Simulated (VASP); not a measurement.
# BaZrO3 (Pm-3m) in VASP: further runs, part 2 of 2

VASP 6.6.1. The steps go on from the part before.

## 4. Relaxation of cell and atoms, PBE

Input file INCAR:

```
PREC     = Accurate       # precision mode
ENCUT    = 600            # plane-wave cutoff, eV
EDIFF    = 1E-6           # SCF threshold, eV
ISMEAR   = 0              # smearing method
SIGMA    = 0.02           # smearing width, eV
LREAL    = False          # projectors in reciprocal space
LASPH    = True           # aspherical terms in the spheres
NELM     = 60             # most SCF steps
ALGO     = Normal         # electronic algorithm
ISIF     = 3              # what is computed and relaxed
LWAVE    = False          # write WAVECAR
LCHARG   = False          # write CHGCAR
GGA      = PE             # functional
IBRION   = 2              # ionic algorithm
NSW      = 100            # ionic steps
EDIFFG   = -0.005         # ionic threshold
```

Input file KPOINTS:

```
regular mesh
0
Gamma
  6 6 6
```

Input file POSCAR:

```
BaZrO3
1.0
    4.1815000000      0.0000000000      0.0000000000
    0.0000000000      4.1815000000      0.0000000000
    0.0000000000      0.0000000000      4.1815000000
Ba Zr O
1 1 3
Direct
    0.5000000000      0.5000000000      0.5000000000
    0.0000000000      0.0000000000      0.0000000000
    0.5000000000      0.0000000000      0.0000000000
    0.0000000000      0.5000000000      0.0000000000
    0.0000000000      0.0000000000      0.5000000000
```

Potentials or basis: VASP PAW PBE potentials, release 64 (Ba_sv, Zr_sv, O).

Command:

```console
$ cat potpaw_PBE.64/Ba_sv/POTCAR potpaw_PBE.64/Zr_sv/POTCAR potpaw_PBE.64/O/POTCAR > POTCAR
$ mpirun -np 1 vasp_std > vasp.out
```

OUTCAR:

```text
PREC = Accurate
   ENCUT = 600
   EDIFF = 1E-6
   ISMEAR = 0
   LREAL = False
   LASPH = True
   NELM = 60
   ISIF = 3
   GGA = PE
   IBRION = 2
   NSW = 100
   EDIFFG = -0.005

 ion  position               nearest neighbor table
   1  0.500  0.500  0.500-   3 2.96   4 2.96   5 2.96   3 2.96   4 2.96   3 2.96   5 2.96   3 2.96
                             4 2.96   5 2.96   4 2.96   5 2.96   2 3.62   2 3.62   2 3.62   2 3.62
   2  0.000  0.000  0.000-   3 2.09   4 2.09   5 2.09   5 2.09   4 2.09   3 2.09   1 3.62   1 3.62
                             1 3.62   1 3.62   1 3.62   1 3.62   1 3.62   1 3.62
   3  0.500  0.000  0.000-   2 2.09   2 2.09   1 2.96   1 2.96   1 2.96   1 2.96
   4  0.000  0.500  0.000-   2 2.09   2 2.09   1 2.96   1 2.96   1 2.96   1 2.96
   5  0.000  0.000  0.500-   2 2.09   2 2.09   1 2.96   1 2.96   1 2.96   1 2.96

  LATTYP: Found a simple cubic cell.
[... 192 lines left out ...]
  -------------------------------------------------------------------------------------
  Total        2.8107778      2.8107778      2.8107778     -0.0000000     -0.0000000     -0.0000000
  in kB       61.5943372     61.5943372     61.5943372     -0.0000000     -0.0000000     -0.0000000
  external PRESSURE =      61.5943372 kB  Pullay stress =       0.0000000 kB
[... 65 lines left out ...]
--------------------------------------- Ionic step        3  -------------------------------------------

 number of electron      40.0000023 magnetization

 Free energy of the ion-electron system (eV)
  ---------------------------------------------------
  ext. energy  EPLUGINS =         0.00000000
  ---------------------------------------------------
  free energy    TOTEN  =       -41.72757759 eV

  energy without entropy =      -41.72757759  energy(sigma->0) =      -41.72757759

 E-fermi :   3.6734     XC(G=0): -10.6137

 val. band max:        3.5669759439   @ k =   0.5000   0.5000   0.5000
 cond. band min:       6.6878586382   @ k =   0.0000   0.0000   0.0000
 fundamental gap:      3.1208826943
 Fermi energy:         3.6733627820

 k-point     1 :       0.0000    0.0000    0.0000
  band No.  band energies     occupation
      1     -43.6470      2.00000
      2     -21.8440      2.00000
      3     -21.7670      2.00000
      4     -21.7670      2.00000
      5     -21.7670      2.00000
      6     -12.7495      2.00000
[... 561 lines left out ...]
  FREE ENERGIE OF THE ION-ELECTRON SYSTEM (eV)
  ---------------------------------------------------
  free  energy   TOTEN  =       -41.7275775930 eV

  energy  without entropy=      -41.7275775930  energy(sigma->0) =      -41.72757759

 reached required accuracy - stopping structural energy minimisation
```

CONTCAR:

```text
BaZrO3
   1.00000000000000
     4.2352940108176256    0.0000000000000000   -0.0000000000000000
    -0.0000000000000000    4.2352940108176256    0.0000000000000000
     0.0000000000000000   -0.0000000000000000    4.2352940108176256
  Ba              Zr              O
     1     1     3
Direct
     0.5000000000000000    0.5000000000000000    0.5000000000000000
     0.0000000000000000    0.0000000000000000    0.0000000000000000
     0.5000000000000000    0.0000000000000000    0.0000000000000000
     0.0000000000000000    0.5000000000000000    0.0000000000000000
     0.0000000000000000    0.0000000000000000    0.5000000000000000

  0.00000000E+00  0.00000000E+00  0.00000000E+00
  0.00000000E+00  0.00000000E+00  0.00000000E+00
  0.00000000E+00  0.00000000E+00  0.00000000E+00
  0.00000000E+00  0.00000000E+00  0.00000000E+00
  0.00000000E+00  0.00000000E+00  0.00000000E+00
```

It took 2 min on 1 thread of Intel Xeon Platinum 8375C at 2.90GHz (Ice Lake), shared host; peak memory 0.24 GiB.

What came out:

```yaml
Free_energy: -41.7276 eV
Relaxed_volume: 15.19 Å³/atom
Relaxed_cell: a = 4.235 Å, b = 4.235 Å, c = 4.235 Å, α = 90.00°, β = 90.00°, γ = 90.00°
Space_group_after_relaxing_to_0.05_Å: Pm-3m (No. 221)
Energy_gained_by_relaxing: 10.5 meV/atom
Ionic_steps: 3
Pressure_after_relaxing: 0.0 GPa
Band_gap_on_the_k_mesh: 3.12 eV, indirect (least direct gap 3.38 eV)
```

Step by step:
| step | energy change (eV) | largest force (eV/Å) | pressure (GPa) | volume (Å³) |
| --- | --- | --- | --- | --- |
| 1 | 0.0000 | 0.0000 | 6.16 | 73.11 |
| 2 | 0.0082 | 0.0000 | -5.73 | 79.22 |
| 3 | -0.0527 | 0.0000 | -0.02 | 75.97 |

Final structure:
```
Ba Zr O
1.0
     4.23529    0.00000    0.00000
     0.00000    4.23529    0.00000
     0.00000    0.00000    4.23529
Ba Zr O
1 1 3
Cartesian
  2.1176 2.1176 2.1176
  0.0000 0.0000 0.0000
  2.1176 0.0000 0.0000
  0.0000 2.1176 0.0000
  0.0000 0.0000 2.1176
```

Caveat: spin-orbit coupling is left out, which moves the levels of the heavy elements. A k mesh can miss the band edges.

## 5. Single point, PBE

Input file INCAR:

```
SYSTEM = BaZrO3
PREC = Accurate ; ENCUT = 910
EDIFF = 1E-6 ; ISMEAR = 0
SIGMA = 0.1 ; LREAL = .False.
LASPH = .True. ; NELM = 120
ALGO = Normal ; ISIF = 2
LWAVE = .False. ; LCHARG = .False.
GGA = PE ; NBANDS = 28
GGA_COMPAT = .False.
```

Input file KPOINTS:

```
Automatic mesh
0
Gamma
  4 4 4
  0 0 0
```

POSCAR is that of step 4.

Potentials or basis: VASP PAW PBE potentials, release 64 (Ba_sv, Zr_sv, O_h).

Command:

```console
$ cat potpaw_PBE.64/Ba_sv/POTCAR potpaw_PBE.64/Zr_sv/POTCAR potpaw_PBE.64/O_h/POTCAR > POTCAR
$ mpirun -np 1 vasp_std > vasp.out
```

It took 60 s on 1 thread of AMD EPYC 7R43 (Zen 3), shared host; peak memory 0.23 GiB.

The run converged. Its results:

```yaml
Free_energy: -41.6795 eV
Pressure: 6.1 GPa
Band_gap_on_the_k_mesh: 3.20 eV, indirect (least direct gap 3.42 eV)
```

Levels at points of the mesh, in eV from the valence-band top:
```csv
k point,band 18,band 19,band 20,band 21,band 22,band 23
"(0.00, 0.00, 0.00)",-0.21,-0.21,-0.21,3.20,3.20,3.20
"(0.50, 0.00, 0.00)",-1.70,-0.44,-0.44,3.66,5.76,5.76
"(0.50, 0.50, 0.00)",-0.93,-0.77,-0.08,5.72,5.72,6.50
"(0.50, 0.50, 0.50)",0.00,0.00,0.00,6.01,6.01,6.01
```

Caveat: the cutoff is under 1.25 times the usual one of these potentials, so pressure, stress and relaxed cells hold a basis-set (Pulay) error; spin-orbit coupling is left out, which moves the levels of the heavy elements.

## 6. Single point, PBE

This run uses another cell than the first one, of 15.11 Å³/atom, 1.033 times its volume.

Input file INCAR:

```
PREC     = Accurate       # precision mode
ENCUT    = 910            # plane-wave cutoff, eV
EDIFF    = 1E-6           # SCF threshold, eV
ISMEAR   = 0              # smearing method
SIGMA    = 0.02           # smearing width, eV
LREAL    = F              # projectors in reciprocal space
LASPH    = T              # aspherical terms in the spheres
NELM     = 120            # most SCF steps
ALGO     = Normal         # electronic algorithm
ISIF     = 2              # what is computed and relaxed
LWAVE    = F              # write WAVECAR
LCHARG   = F              # write CHGCAR
GGA      = PE             # functional
NBANDS   = 28             # bands
GGA_COMPAT= F
```

Input file KPOINTS:

```
regular mesh
0
Gamma
  6 6 6
```

POSCAR, as its differences from that of step 5:

```diff
@@ -2,5 +2,5 @@
 1.0
-    4.1815000000      0.0000000000      0.0000000000
-    0.0000000000      4.1815000000      0.0000000000
-    0.0000000000      0.0000000000      4.1815000000
+    4.2271431831      0.0000000000      0.0000000000
+    0.0000000000      4.2271431831      0.0000000000
+    0.0000000000      0.0000000000      4.2271431831
 Ba Zr O
```

Potentials or basis: VASP PAW PBE potentials, release 64 (Ba_sv, Zr_sv, O_h).

Command:

```console
$ cat potpaw_PBE.64/Ba_sv/POTCAR potpaw_PBE.64/Zr_sv/POTCAR potpaw_PBE.64/O_h/POTCAR > POTCAR
$ mpirun -np 1 vasp_std > vasp.out
```

OUTCAR:

```text
PREC = Accurate
   ENCUT = 910
   EDIFF = 1E-6
   ISMEAR = 0
   LREAL = F
   LASPH = T
   NELM = 120
   ISIF = 2
   GGA = PE

 ion  position               nearest neighbor table
   1  0.500  0.500  0.500-   3 2.99   4 2.99   5 2.99   3 2.99   4 2.99   3 2.99   5 2.99   3 2.99
                             4 2.99   5 2.99   4 2.99   5 2.99   2 3.66   2 3.66   2 3.66   2 3.66
   2  0.000  0.000  0.000-   3 2.11   4 2.11   5 2.11   5 2.11   4 2.11   3 2.11   1 3.66   1 3.66
                             1 3.66   1 3.66   1 3.66   1 3.66   1 3.66   1 3.66
   3  0.500  0.000  0.000-   2 2.11   2 2.11   1 2.99   1 2.99   1 2.99   1 2.99
   4  0.000  0.500  0.000-   2 2.11   2 2.11   1 2.99   1 2.99   1 2.99   1 2.99
   5  0.000  0.000  0.500-   2 2.11   2 2.11   1 2.99   1 2.99   1 2.99   1 2.99

  LATTYP: Found a simple cubic cell.
 ALAT       =     4.2271431831

  Lattice vectors:

 A1 = (   4.2271431831,   0.0000000000,   0.0000000000)
 A2 = (   0.0000000000,   4.2271431831,   0.0000000000)
 A3 = (   0.0000000000,   0.0000000000,   4.2271431831)

Analysis of symmetry for initial positions (statically):
=====================================================================
 Subroutine PRICEL returns:
 Original cell was already a primitive cell.

 Routine SETGRP: Setting up the symmetry group for a
 simple cubic supercell.

 Subroutine GETGRP returns: Found 48 space group operations
 (whereof 48 operations were pure point group operations)
 out of a pool of 48 trial point group operations.

The static configuration has the point symmetry O_h .

Analysis of symmetry for dynamics (positions and initial velocities):
=====================================================================
 Subroutine PRICEL returns:
 Original cell was already a primitive cell.

 Routine SETGRP: Setting up the symmetry group for a
 simple cubic supercell.

 Subroutine GETGRP returns: Found 48 space group operations
 (whereof 48 operations were pure point group operations)
 out of a pool of 48 trial point group operations.

The dynamic configuration has the point symmetry O_h .

 Subroutine INISYM returns: Found 48 space group operations
 (whereof 48 operations are pure point group operations),
 and found     1 'primitive' translations

----------------------------------------------------------------------------------------

                                     Primitive cell

  volume of cell :      75.5337

  direct lattice vectors                    reciprocal lattice vectors
     4.227143183  0.000000000  0.000000000     0.236566389  0.000000000  0.000000000
     0.000000000  4.227143183  0.000000000     0.000000000  0.236566389  0.000000000
     0.000000000  0.000000000  4.227143183     0.000000000  0.000000000  0.236566389

  length of vectors
     4.227143183  4.227143183  4.227143183     0.236566389  0.236566389  0.236566389

  position of ions in fractional coordinates (direct lattice)
     0.500000000  0.500000000  0.500000000
     0.000000000  0.000000000  0.000000000
     0.500000000  0.000000000  0.000000000
     0.000000000  0.500000000  0.000000000
     0.000000000  0.000000000  0.500000000

[... 31 lines left out ...]

 Found     20 irreducible k-points:

 Following reciprocal coordinates:
            Coordinates               Weight
  0.000000  0.000000  0.000000      1.000000
  0.166667  0.000000  0.000000      6.000000
  0.333333  0.000000  0.000000      6.000000
  0.500000  0.000000  0.000000      3.000000
  0.166667  0.166667  0.000000     12.000000
  0.333333  0.166667  0.000000     24.000000
[... 12 lines left out ...]
  0.500000  0.500000  0.333333      6.000000
  0.500000  0.500000  0.500000      1.000000
   k-points           NKPTS =     20   k-points in BZ     NKDIM =     20   number of bands    NBANDS=     28
   number of dos      NEDOS =    301   number of ions     NIONS =      5
   total plane-waves  NPLWV =  74088
   dimension x,y,z NGX =    42 NGY =   42 NGZ =   42
   dimension x,y,z NGXF=    84 NGYF=   84 NGZF=   84
   ions per type =               1   1   3
   NGX,Y,Z   is equivalent  to a cutoff of  16.52, 16.52, 16.52 a.u.
   NGXF,Y,Z  is equivalent  to a cutoff of  33.04, 33.04, 33.04 a.u.
 SYSTEM =  unknown system
   PREC   = accura    normal or accurate (medium, high low for compatibility)
   ISTART =      0    job   : 0-new  1-cont  2-samecut
   ICHARG =      2    charge: 1-file 2-atom 10-const
   ISPIN  =      1    spin polarized calculation?
   LNONCOLLINEAR =      F non collinear calculations
   LSORBIT =      F    spin-orbit coupling
   LASPH  =      T    aspherical Exc in radial PAW
   ENCUT  =  910.0 eV  66.88 Ry    8.18 a.u.  10.40 10.40 10.40*2*pi/ulx,y,z
   NELM   =    120;   NELMIN=  2; NELMDL= -5     # of ELM steps
   EDIFF  = 0.1E-05   stopping-criterion for ELM
   LREAL  =      F    real-space projection
   EDIFFG = 0.1E-04   stopping-criterion for IOM
   NSW    =      0    number of steps for IOM
   IBRION =     -1    ionic relax: 0-MD 1-quasi-New 2-CG
   NFREE  =      0    steps in history (QN), initial steepest desc. (CG)
   ISIF   =      2    stress and relaxation
   ISYM   =      2    0-nonsym 1-usesym 2-fastsym
   POTIM  = 0.5000    time-step for ionic-motion
   TEBEG  =    0.0;   TEEND  =   0.0 temperature during run
   PSTRESS=    0.0 pullay stress
   NELECT =      40.0000    total number of electrons
   NUPDOWN=      -1.0000    fix difference up-down
   EMIN   =  10.00;   EMAX   =-10.00  energy-range for DOS
   EFERMI =   0.00;   METHOD = LEGACY
   ISMEAR =     0;   SIGMA  =   0.02  broadening in eV -4-tet -1-fermi 0-gaus
   EFERMI_NEDOS =   21; number of points for ismear=-14 and -15
   IALGO  =     38    algorithm
   IMIX   =      4    mixing-type and parameters
     AMIX     =   0.40;   BMIX     =  1.00
     AMIX_MAG =   1.60;   BMIX_MAG =  1.00
  volume/ion in A,a.u.               =      15.11       101.95
  Fermi-wavevector in a.u.,A,eV,Ry     =   1.324488  2.502918 23.868254  1.754267
  Thomas-Fermi vector in A             =   2.454018
   LORBIT       =      0    0 simple, 1 ext, 2 COOP (PROOUT), +10 PAW based schemes
   GGA     = PE    functional components
   LHFCALC =     F    Hartree Fock is set to
   AEXX    =    0.0000 exact exchange contribution
   IVDW    =     0    specifies the selected vdW correction
   LEPSILON=     F    determine dielectric tensor
   LRPA    =     F    only Hartree local field effects (RPA)
 non-spin polarized calculation
 Gauss-broadening in eV      SIGMA  =   0.02
  energy-cutoff  :      910.00
  volume of cell :       75.53
 maximum number of plane-waves:      4752
 NGX is ok and might be reduce to    42
   NGX = 21   NGY = 21   NGZ = 21

 number of electron      40.0000008 magnetization

 Free energy of the ion-electron system (eV)
  ---------------------------------------------------
  ext. energy  EPLUGINS =         0.00000000
  ---------------------------------------------------
  free energy    TOTEN  =       -41.74527338 eV

  energy without entropy =      -41.74527338  energy(sigma->0) =      -41.74527338

 E-fermi :   4.1068     XC(G=0): -10.6459

 val. band max:        3.9108092321   @ k =   0.5000   0.5000   0.5000
 cond. band min:       7.0483478721   @ k =   0.0000   0.0000   0.0000
 fundamental gap:      3.1375386399
 Fermi energy:         4.1068249225

 k-point     1 :       0.0000    0.0000    0.0000
  band No.  band energies     occupation
      1     -43.2643      2.00000
      2     -21.4798      2.00000
      3     -21.3917      2.00000
      4     -21.3917      2.00000
      5     -21.3917      2.00000
      6     -12.4130      2.00000
[... 609 lines left out ...]
     27      12.8906      0.00000
     28      12.8906      0.00000

------------------------ aborting loop because EDIFF is reached ----------------------------------------

  FORCE on cell =-STRESS in cart. coord.  units (eV):
  Direction    XX          YY          ZZ          XY          YZ          ZX
  --------------------------------------------------------------------------------------
  -------------------------------------------------------------------------------------
  Total        0.3430895      0.3430895      0.3430895      0.0000000      0.0000000     -0.0000000
  in kB        7.2774155      7.2774155      7.2774155      0.0000000      0.0000000     -0.0000000
  external PRESSURE =       7.2774155 kB  Pullay stress =       0.0000000 kB

 VOLUME and BASIS-vectors are now :
 -----------------------------------------------------------------------------
  energy-cutoff  :      910.00
  volume of cell :       75.53
      direct lattice vectors                 reciprocal lattice vectors
     4.227143183  0.000000000  0.000000000     0.236566389  0.000000000  0.000000000
     0.000000000  4.227143183  0.000000000     0.000000000  0.236566389  0.000000000
     0.000000000  0.000000000  4.227143183     0.000000000  0.000000000  0.236566389

 POSITION                                       TOTAL-FORCE (eV/Angst)
 -----------------------------------------------------------------------------------
      2.11357      2.11357      2.11357         0.000000      0.000000      0.000000
      0.00000      0.00000      0.00000         0.000000      0.000000      0.000000
      2.11357      0.00000      0.00000         0.000000      0.000000      0.000000
      0.00000      2.11357      0.00000         0.000000      0.000000      0.000000
      0.00000      0.00000      2.11357         0.000000      0.000000      0.000000
 -----------------------------------------------------------------------------------
    total drift:                                0.000000      0.000000     -0.000000

  FREE ENERGIE OF THE ION-ELECTRON SYSTEM (eV)
  ---------------------------------------------------
  free  energy   TOTEN  =       -41.7452733773 eV

  energy  without entropy=      -41.7452733773  energy(sigma->0) =      -41.74527338
```

It took 83 s on 1 thread of Intel Xeon Platinum 8375C at 2.90GHz (Ice Lake), shared host; peak memory 0.32 GiB.

What came out:

```
Free energy            : -41.7453 eV
Pressure               : 0.7 GPa
Band gap on the k mesh : 3.14 eV, indirect (least direct gap 3.39 eV)
```

Levels at points of the mesh, in eV from the valence-band top:
```csv
k point,band 18,band 19,band 20,band 21,band 22,band 23
"(0.00, 0.00, 0.00)",-0.25,-0.25,-0.25,3.14,3.14,3.14
"(0.50, 0.00, 0.00)",-1.61,-0.48,-0.48,3.56,5.55,5.55
"(0.50, 0.50, 0.00)",-0.93,-0.84,-0.07,5.52,5.52,6.31
"(0.50, 0.50, 0.50)",0.00,0.00,0.00,5.88,5.88,5.88
```

Caveat: the cutoff is under 1.25 times the usual one of these potentials, so pressure, stress and relaxed cells hold a basis-set (Pulay) error; spin-orbit coupling is left out, which moves the levels of the heavy elements. A k mesh can miss the band edges.

## 7. Summary

| task | potentials or basis | cell | k mesh | cutoff (eV) | smearing | second run | gap on the mesh (eV) | pressure (GPa) |
| --- | --- | --- | --- | --- | --- | --- | --- | --- |
| single point | VASP PAW PBE potentials, release 64 (Ba_sv, Zr_sv, O) | a = 4.181 Å, 5 atoms | 4 × 4 × 4 | 520 | gaussian 0.1 eV | - | 3.20 | 6.4 |
| single point | VASP PAW PBE potentials, release 64 (Ba_sv, Zr_sv, O) | a = 4.227 Å, 5 atoms | 6 × 6 × 6 | 520 | gaussian 0.02 eV | - | 3.13 | 0.9 |
| relaxation of cell and atoms | VASP PAW PBE potentials, release 64 (Ba_sv, Zr_sv, O) | relaxed from a = 4.181 Å, 5 atoms | 6 × 6 × 6 | 600 | gaussian 0.02 eV | - | 3.12 | 0.0 |
| single point | VASP PAW PBE potentials, release 64 (Ba_sv, Zr_sv, O_h) | a = 4.181 Å, 5 atoms | 4 × 4 × 4 | 910 | gaussian 0.1 eV | hard_potentials | 3.20 | 6.1 |
| single point | VASP PAW PBE potentials, release 64 (Ba_sv, Zr_sv, O_h) | a = 4.227 Å, 5 atoms | 6 × 6 × 6 | 910 | gaussian 0.02 eV | hard_potentials | 3.14 | 0.7 |

Alike in all rows: level PBE; no spin polarisation.

Caveats: spin-orbit coupling is left out, which moves the levels of the heavy elements; the cutoff is under 1.25 times the usual one of these potentials, so pressure, stress and relaxed cells hold a basis-set (Pulay) error (some runs).

Absolute energies hang on the potentials; compare differences alone.
